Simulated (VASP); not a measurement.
# Si (a cell with a defect) in VASP: a series of runs

The runs below take Si (a cell with a defect) through single point, with LDA.

Everything below comes from runs of VASP 6.6.1. Logs are shortened: lines on timing, memory, paths and dates and some standing lists are left out, and cuts for length are marked.

### 1 The cell of the first run

The cell holds a defect, 17 atoms: a = 7.679 Å, b = 7.679 Å, c = 7.679 Å, α = 60.00°, β = 60.00°, γ = 60.00°.

### 2 Single point, LDA

INCAR reads:

```
PREC = Accurate ; ENCUT = 400
EDIFF = 1E-6 ; ISMEAR = -1
SIGMA = 0.02 ; LREAL = False
LASPH = True ; NELM = 120
ALGO = Normal ; ISIF = 2
LWAVE = False ; LCHARG = False
NBANDS = 48 ; GGA_COMPAT = False
```

KPOINTS reads:

```
Automatic mesh
0
Gamma
  2 2 2
```

POSCAR reads:

```
Si
1.0
    0.0000000000      5.4300000000      5.4300000000
    5.4300000000      0.0000000000      5.4300000000
    5.4300000000      5.4300000000      0.0000000000
Si
17
Direct
   -0.0037114615      0.0038045611      0.0035473556
    0.1261966778      0.1252814703      0.1245836591
   -0.0033776043      0.0034867216      0.4969131025
    0.1226638762      0.1310490736      0.6234313683
   -0.0032006973      0.4974642990      0.0029887837
    0.1226516365      0.6237338376      0.1308960053
   -0.0003377868      0.5002906839      0.5001595837
    0.1229159561      0.6234588807      0.6230041669
    0.4997521622      0.0003945877      0.0000339963
    0.6238111984      0.1252803724      0.1246756066
    0.5027754851      0.0034213154      0.4970112149
    0.6241152169      0.1251658124      0.6263843780
    0.5026521924      0.4974584886      0.0030221959
    0.6242836194      0.6266637260      0.1246406815
    0.5027974179      0.4973241598      0.4969546555
    0.6303948661      0.6234375475      0.6230963720
    0.2495110448      0.7505896623      0.7501358743
```

Potentials or basis: VASP PAW LDA potentials, release 64 (Si).

Launch:

```
$ cat potpaw_LDA.64/Si/POTCAR > POTCAR
$ mpirun -np 1 vasp_std > vasp.out
```

OUTCAR:

```text
PREC = Accurate
   ENCUT = 400
   EDIFF = 1E-6
   ISMEAR = -1
   LREAL = False
   LASPH = True
   NELM = 120
   ISIF = 2

 ion  position               nearest neighbor table
   1  0.996  0.004  0.004-   2 2.34  10 2.34   6 2.38   4 2.38  17 2.75
   2  0.126  0.125  0.125-   5 2.33   3 2.33   1 2.34   9 2.34
   3  0.997  0.003  0.497-   2 2.33  12 2.34   8 2.38   4 2.38  17 2.75
   4  0.123  0.131  0.623-   7 2.32  11 2.38   1 2.38   3 2.38  17 2.39
   5  0.997  0.497  0.003-   2 2.33  14 2.34   8 2.38   6 2.38  17 2.75
   6  0.123  0.624  0.131-   7 2.32  13 2.38   5 2.38   1 2.38  17 2.39
   7  1.000  0.500  0.500-   4 2.32   6 2.32   8 2.32  16 2.32
   8  0.123  0.623  0.623-   7 2.32  15 2.38   5 2.38   3 2.38  17 2.39
   9  0.500  0.000  0.000-   2 2.34  10 2.34  12 2.34  14 2.34
  10  0.624  0.125  0.125-  13 2.33  11 2.33   1 2.34   9 2.34
  11  0.503  0.003  0.497-  10 2.33  12 2.34  16 2.38   4 2.38  17 2.75
  12  0.624  0.125  0.626-  15 2.33  11 2.34   3 2.34   9 2.34
  13  0.503  0.497  0.003-  10 2.33  14 2.34  16 2.38   6 2.38  17 2.75
  14  0.624  0.627  0.125-  15 2.33  13 2.34   5 2.34   9 2.34
  15  0.503  0.497  0.497-  12 2.33  14 2.33  16 2.38   8 2.38  17 2.75
  16  0.630  0.623  0.623-   7 2.32  15 2.38  13 2.38  11 2.38  17 2.39
  17  0.250  0.751  0.750-   4 2.39   6 2.39   8 2.39  16 2.39   5 2.75  13 2.75  11 2.75   3 2.75
                            15 2.75   1 2.75

  LATTYP: Found a face centered cubic cell.
 ALAT       =    10.8600000000

  Lattice vectors:

 A1 = (   0.0000000000,   5.4300000000,   5.4300000000)
 A2 = (   5.4300000000,   0.0000000000,   5.4300000000)
 A3 = (   5.4300000000,   5.4300000000,   0.0000000000)

Analysis of symmetry for initial positions (statically):
=====================================================================
 Subroutine PRICEL returns:
 Original cell was already a primitive cell.

 Routine SETGRP: Setting up the symmetry group for a
 face centered cubic supercell.

 Subroutine GETGRP returns: Found  1 space group operations
 (whereof  1 operations were pure point group operations)
 out of a pool of 48 trial point group operations.

The static configuration has the point symmetry C_1 .

Analysis of symmetry for dynamics (positions and initial velocities):
=====================================================================
 Subroutine PRICEL returns:
 Original cell was already a primitive cell.

 Routine SETGRP: Setting up the symmetry group for a
 face centered cubic supercell.

 Subroutine GETGRP returns: Found  1 space group operations
 (whereof  1 operations were pure point group operations)
 out of a pool of 48 trial point group operations.

The dynamic configuration has the point symmetry C_1 .

 Subroutine INISYM returns: Found  1 space group operations
 (whereof  1 operations are pure point group operations),
 and found     1 'primitive' translations

----------------------------------------------------------------------------------------

                                     Primitive cell

  volume of cell :     320.2060

  direct lattice vectors                    reciprocal lattice vectors
     0.000000000  5.430000000  5.430000000    -0.092081031  0.092081031  0.092081031
     5.430000000  0.000000000  5.430000000     0.092081031 -0.092081031  0.092081031
     5.430000000  5.430000000  0.000000000     0.092081031  0.092081031 -0.092081031

  length of vectors
     7.679179644  7.679179644  7.679179644     0.159489025  0.159489025  0.159489025

  position of ions in fractional coordinates (direct lattice)
     0.996288539  0.003804561  0.003547356
     0.126196678  0.125281470  0.124583659
     0.996622396  0.003486722  0.496913103
     0.122663876  0.131049074  0.623431368
     0.996799303  0.497464299  0.002988784
     0.122651637  0.623733838  0.130896005
[... 9 lines left out ...]
     0.630394866  0.623437548  0.623096372
     0.249511045  0.750589662  0.750135874

  ion indices of the primitive-cell ions
   primitive index   ion index
                 1           1
                 2           2
                 3           3
                 4           4
                 5           5
                 6           6
[... 9 lines left out ...]
                16          16
                17          17

----------------------------------------------------------------------------------------

 KPOINTS: Automatic mesh

Automatic generation of k-mesh.
 Grid dimensions read from file:
 generate k-points for:    2    2    2

 Generating k-lattice:

  Cartesian coordinates                     Fractional coordinates (reciprocal lattice)
    -0.046040516  0.046040516  0.046040516     0.500000000  0.000000000  0.000000000
     0.046040516 -0.046040516  0.046040516     0.000000000  0.500000000  0.000000000
     0.046040516  0.046040516 -0.046040516     0.000000000  0.000000000  0.500000000

  Length of vectors
     0.079744512  0.079744512  0.079744512

  Shift w.r.t. Gamma in fractional coordinates (k-lattice)
     0.000000000  0.000000000  0.000000000

 Subroutine IBZKPT returns following result:
 ===========================================

 Found      8 irreducible k-points:

 Following reciprocal coordinates:
            Coordinates               Weight
  0.000000  0.000000  0.000000      1.000000
  0.500000  0.000000  0.000000      1.000000
  0.000000  0.500000  0.000000      1.000000
  0.000000  0.000000  0.500000      1.000000
  0.500000  0.500000  0.500000      1.000000
  0.500000  0.500000  0.000000      1.000000
  0.000000  0.500000  0.500000      1.000000
  0.500000  0.000000  0.500000      1.000000
   k-points           NKPTS =      8   k-points in BZ     NKDIM =      8   number of bands    NBANDS=     48
   number of dos      NEDOS =    301   number of ions     NIONS =     17
   total plane-waves  NPLWV = 125000
   dimension x,y,z NGX =    50 NGY =   50 NGZ =   50
   dimension x,y,z NGXF=   100 NGYF=  100 NGZF=  100
   ions per type =              17
   NGX,Y,Z   is equivalent  to a cutoff of  10.82, 10.82, 10.82 a.u.
   NGXF,Y,Z  is equivalent  to a cutoff of  21.65, 21.65, 21.65 a.u.
 SYSTEM =  unknown system
   PREC   = accura    normal or accurate (medium, high low for compatibility)
   ISTART =      0    job   : 0-new  1-cont  2-samecut
   ICHARG =      2    charge: 1-file 2-atom 10-const
   ISPIN  =      1    spin polarized calculation?
   LNONCOLLINEAR =      F non collinear calculations
   LSORBIT =      F    spin-orbit coupling
   LASPH  =      T    aspherical Exc in radial PAW
   ENCUT  =  400.0 eV  29.40 Ry    5.42 a.u.  12.52 12.52 12.52*2*pi/ulx,y,z
   NELM   =    120;   NELMIN=  2; NELMDL= -5     # of ELM steps
   EDIFF  = 0.1E-05   stopping-criterion for ELM
   LREAL  =      F    real-space projection
   EDIFFG = 0.1E-04   stopping-criterion for IOM
   NSW    =      0    number of steps for IOM
   IBRION =     -1    ionic relax: 0-MD 1-quasi-New 2-CG
   NFREE  =      0    steps in history (QN), initial steepest desc. (CG)
   ISIF   =      2    stress and relaxation
   ISYM   =      2    0-nonsym 1-usesym 2-fastsym
   POTIM  = 0.5000    time-step for ionic-motion
   TEBEG  =    0.0;   TEEND  =   0.0 temperature during run
   PSTRESS=    0.0 pullay stress
   NELECT =      68.0000    total number of electrons
   NUPDOWN=      -1.0000    fix difference up-down
   EMIN   =  10.00;   EMAX   =-10.00  energy-range for DOS
   EFERMI =   0.00;   METHOD = LEGACY
   ISMEAR =    -1;   SIGMA  =   0.02  broadening in eV -4-tet -1-fermi 0-gaus
   EFERMI_NEDOS =   21; number of points for ismear=-14 and -15
   IALGO  =     38    algorithm
   IMIX   =      4    mixing-type and parameters
     AMIX     =   0.40;   BMIX     =  1.00
     AMIX_MAG =   1.60;   BMIX_MAG =  1.00
  volume/ion in A,a.u.               =      18.84       127.11
  Fermi-wavevector in a.u.,A,eV,Ry     =   0.976715  1.845724 12.979587  0.953973
  Thomas-Fermi vector in A             =   2.107356
   LORBIT       =      0    0 simple, 1 ext, 2 COOP (PROOUT), +10 PAW based schemes
   GGA     = CA    functional components
   LHFCALC =     F    Hartree Fock is set to
   AEXX    =    0.0000 exact exchange contribution
   IVDW    =     0    specifies the selected vdW correction
   LEPSILON=     F    determine dielectric tensor
   LRPA    =     F    only Hartree local field effects (RPA)
 non-spin polarized calculation
  energy-cutoff  :      400.00
  volume of cell :      320.21
 maximum number of plane-waves:      5817
   NGX = 25   NGY = 25   NGZ = 25

 number of electron      67.9999997 magnetization

 Free energy of the ion-electron system (eV)
  ---------------------------------------------------
  ext. energy  EPLUGINS =         0.00000000
  ---------------------------------------------------
  free energy    TOTEN  =       -97.54574107 eV

  energy without entropy =      -97.53461291  energy(sigma->0) =      -97.54017699

 E-fermi :   6.7905     XC(G=0):  -9.8492

 val. band max:        6.5723280243   @ k =   0.0000   0.0000   0.0000
 cond. band min:       6.8068056206   @ k =   0.0000   0.5000   0.5000
 fundamental gap:      0.2344775963
 Fermi energy:         6.7905399746

 k-point     1 :       0.0000    0.0000    0.0000
  band No.  band energies     occupation
      1      -6.3637      2.00000
      2      -3.8196      2.00000
      3      -3.6725      2.00000
      4      -3.6712      2.00000
      5      -3.6705      2.00000
      6      -2.8408      2.00000
[... 38 lines left out ...]
     45       8.0072      0.00000
     46       8.9691      0.00000

 k-point     2 :       0.5000    0.0000    0.0000
  band No.  band energies     occupation
      1      -5.9647      2.00000
      2      -4.9976      2.00000
      3      -3.6141      2.00000
      4      -3.4737      2.00000
      5      -3.4731      2.00000
      6      -2.9916      2.00000
[... 286 lines left out ...]
 k-point     8 :       0.5000    0.0000    0.5000
  band No.  band energies     occupation
      1      -5.8326      2.00000
      2      -4.7648      2.00000
      3      -4.0346      2.00000
      4      -3.9240      2.00000
      5      -3.9235      2.00000
      6      -3.6660      2.00000
[... 38 lines left out ...]
     45      10.0183      0.00000
     46      10.0191      0.00000
 [bands above 46 left out]

------------------------ aborting loop because EDIFF is reached ----------------------------------------

  FORCE on cell =-STRESS in cart. coord.  units (eV):
  Direction    XX          YY          ZZ          XY          YZ          ZX
  --------------------------------------------------------------------------------------
  -------------------------------------------------------------------------------------
  Total        3.4744781      3.4835609      3.4855304     -0.0133451     -0.0438704      0.0226709
  in kB       17.3848391     17.4302857     17.4401401     -0.0667734     -0.2195090      0.1134356
  external PRESSURE =      17.4184216 kB  Pullay stress =       0.0000000 kB

 VOLUME and BASIS-vectors are now :
 -----------------------------------------------------------------------------
  energy-cutoff  :      400.00
  volume of cell :      320.21
      direct lattice vectors                 reciprocal lattice vectors
     0.000000000  5.430000000  5.430000000    -0.092081031  0.092081031  0.092081031
     5.430000000  0.000000000  5.430000000     0.092081031 -0.092081031  0.092081031
     5.430000000  5.430000000  0.000000000     0.092081031  0.092081031 -0.092081031

 POSITION                                       TOTAL-FORCE (eV/Angst)
 -----------------------------------------------------------------------------------
      0.03992      5.42911      5.43051        -0.009209     -0.004241      0.000746
      1.35677      1.36174      1.36553        -0.015026      0.005698     -0.006480
      2.71717      8.10990      5.43059         0.009947      0.004287     -0.000767
      4.09683      4.05130      1.37766         0.010792     -0.010414      0.010179
      2.71746      5.42885      8.11385         0.011577     -0.007510      0.001076
      4.09764      1.37676      4.05287         0.008869      0.005523     -0.006187
[... 9 lines left out ...]
      6.76868      6.80646      6.80831        -0.005971      0.008059      0.010303
      8.14894      5.42808      5.43055        -0.002748      0.002726     -0.003349
 -----------------------------------------------------------------------------------
    total drift:                                0.000021     -0.000008      0.000022

  FREE ENERGIE OF THE ION-ELECTRON SYSTEM (eV)
  ---------------------------------------------------
  free  energy   TOTEN  =       -97.5457410713 eV

  energy  without entropy=      -97.5346129067  energy(sigma->0) =      -97.54017699
```

Wall time 58 s (1 thread of Intel Xeon 6975P-C (Granite Rapids), shared host); peak memory 0.27 GiB.

What came out:

* Free energy: -97.5457 eV
* Pressure: 1.7 GPa
* Largest force: 0.022 eV/Å
* Band gap on the k mesh: zero (band 34 reaches 6.81 eV, above the bottom of band 35 at 6.57 eV)

Forces in eV/Å, atoms in the order of the input:
```
Si  -0.009 -0.004  0.001
Si  -0.015  0.006 -0.006
Si   0.010  0.004 -0.001
Si   0.011 -0.010  0.010
Si   0.012 -0.008  0.001
Si   0.009  0.006 -0.006
Si  -0.001  0.000  0.001
Si  -0.004 -0.009 -0.007
Si  -0.003  0.001 -0.001
Si  -0.018  0.007 -0.005
Si   0.009 -0.002 -0.004
Si  -0.008  0.016 -0.012
Si   0.011 -0.002  0.005
Si   0.002 -0.010  0.014
Si   0.005 -0.005  0.003
Si  -0.006  0.008  0.010
Si  -0.003  0.003 -0.003
```

Levels at points of the mesh, in eV from the Fermi level:
| k point | band 31 | band 32 | band 33 | band 34 | band 35 | band 36 | band 37 | band 38 |
| --- | --- | --- | --- | --- | --- | --- | --- | --- |
| (0.00, 0.00, 0.00) | -0.76 | -0.76 | -0.76 | -0.23 | -0.22 | -0.22 | 0.06 | 0.06 |
| (0.50, 0.00, 0.00) | -1.51 | -1.36 | -1.36 | -0.34 | 0.54 | 0.54 | 0.88 | 0.88 |
| (0.00, 0.50, 0.00) | -1.51 | -1.36 | -1.36 | -0.34 | 0.54 | 0.54 | 0.88 | 0.88 |
| (0.00, 0.00, 0.50) | -1.51 | -1.36 | -1.36 | -0.34 | 0.54 | 0.54 | 0.88 | 0.88 |
| (0.50, 0.50, 0.50) | -1.51 | -1.36 | -1.36 | -0.34 | 0.54 | 0.54 | 0.88 | 0.88 |
| (0.50, 0.50, 0.00) | -1.95 | -1.81 | -0.97 | 0.02 | 0.72 | 1.03 | 1.03 | 1.14 |
| (0.00, 0.50, 0.50) | -1.95 | -1.81 | -0.97 | 0.02 | 0.72 | 1.03 | 1.03 | 1.14 |
| (0.50, 0.00, 0.50) | -1.95 | -1.81 | -0.97 | 0.02 | 0.72 | 1.03 | 1.03 | 1.14 |

Caveat: the k points lie up to 0.50 Å⁻¹ apart.

### 3 Single point, LDA

INCAR reads:

```
ALGO     = Normal         # electronic algorithm
EDIFF    = 1E-6           # SCF threshold, eV
ENCUT    = 400            # plane-wave cutoff, eV
GGA_COMPAT= False        
ISIF     = 2              # what is computed and relaxed
ISMEAR   = -1             # smearing method
LASPH    = True           # aspherical terms in the spheres
LCHARG   = False          # write CHGCAR
LREAL    = False          # projectors in reciprocal space
LWAVE    = False          # write WAVECAR
NBANDS   = 48             # bands
NELM     = 120            # most SCF steps
PREC     = Accurate       # precision mode
SIGMA    = 0.02           # smearing width, eV
```

KPOINTS reads:

```
k-points
0
Gamma
  2 2 2
```

POSCAR reads:

```
Si
1.0
    0.0000000000      5.4300000000      5.4300000000
    5.4300000000      0.0000000000      5.4300000000
    5.4300000000      5.4300000000      0.0000000000
Si
17
Direct
    0.0003692796     -0.0010980443      0.0003337316
    0.1220197883      0.1280101234      0.1217884033
   -0.0053469457      0.0015127675      0.5018555608
    0.1218020073      0.1280421062      0.6281835152
    0.0005449544      0.5001844367      0.0004459487
    0.1249976023      0.6250128710      0.1250261826
    0.0004378290      0.5001717258      0.4988995290
    0.1221586803      0.6213279222      0.6282432914
    0.5020962536      0.0015928954     -0.0058435612
    0.6281796933      0.1280139617      0.1217022669
    0.5017922222      0.0014246845      0.5017266403
    0.6253749509      0.1239601262      0.6249228664
    0.4988646843      0.5001729422      0.0004052430
    0.6283501045      0.6213485631      0.1219472180
    0.5023217350      0.4930959588      0.5021577068
    0.6282197888      0.6212906571      0.6281970691
    0.3753661621      0.8739803125      0.3749333582
```

Potentials or basis: VASP PAW LDA potentials, release 64 (Si).

Launch:

```
$ cat potpaw_LDA.64/Si/POTCAR > POTCAR
$ mpirun -np 1 vasp_std > vasp.out
```

Wall time 55 s (1 thread of Intel Xeon 6975P-C (Granite Rapids), shared host); peak memory 0.27 GiB.

The run converged. Its results:

```yaml
Free_energy: -97.5456 eV
Pressure: 1.7 GPa
Largest_force: 0.038 eV/Å
Band_gap_on_the_k_mesh: zero (band 34 reaches 6.81 eV, above the bottom of band 35 at 6.57 eV)
```

Forces on the atoms (eV/Å):
```
Si  -0.020  0.023 -0.022
Si  -0.001  0.017 -0.002
Si   0.008 -0.008 -0.011
Si  -0.024  0.001 -0.001
Si   0.020  0.019  0.020
Si  -0.001  0.000 -0.001
Si  -0.018 -0.022  0.022
Si   0.002 -0.004  0.015
Si  -0.007 -0.003  0.003
Si  -0.001  0.002 -0.020
Si   0.012  0.015  0.012
Si  -0.006  0.002 -0.003
Si   0.020 -0.021 -0.019
Si   0.016 -0.003  0.002
Si   0.003 -0.005  0.005
Si   0.002 -0.015  0.003
Si  -0.005  0.001 -0.003
```

Levels at points of the mesh, in eV from the Fermi level:
| k point | band 30 | band 31 | band 32 | band 33 | band 34 | band 35 | band 36 | band 37 | band 38 | band 39 |
| --- | --- | --- | --- | --- | --- | --- | --- | --- | --- | --- |
| (0.00, 0.00, 0.00) | -1.68 | -0.76 | -0.76 | -0.76 | -0.22 | -0.22 | -0.22 | 0.06 | 0.06 | 0.40 |
| (0.50, 0.00, 0.00) | -1.51 | -1.51 | -1.36 | -1.36 | -0.34 | 0.53 | 0.54 | 0.88 | 0.88 | 1.27 |
| (0.00, 0.50, 0.00) | -1.51 | -1.51 | -1.36 | -1.36 | -0.34 | 0.54 | 0.54 | 0.88 | 0.88 | 1.27 |
| (0.00, 0.00, 0.50) | -1.51 | -1.51 | -1.36 | -1.36 | -0.34 | 0.54 | 0.54 | 0.88 | 0.88 | 1.27 |
| (0.50, 0.50, 0.50) | -1.51 | -1.51 | -1.36 | -1.36 | -0.35 | 0.53 | 0.54 | 0.88 | 0.88 | 1.27 |
| (0.50, 0.50, 0.00) | -1.95 | -1.95 | -1.81 | -0.97 | 0.02 | 0.72 | 1.03 | 1.03 | 1.14 | 1.91 |
| (0.00, 0.50, 0.50) | -1.95 | -1.95 | -1.81 | -0.97 | 0.02 | 0.72 | 1.03 | 1.03 | 1.14 | 1.91 |
| (0.50, 0.00, 0.50) | -1.95 | -1.95 | -1.81 | -0.97 | 0.02 | 0.72 | 1.03 | 1.03 | 1.14 | 1.91 |

Caveat: the k points lie up to 0.50 Å⁻¹ apart.

(Continued in part 2 of 2.)
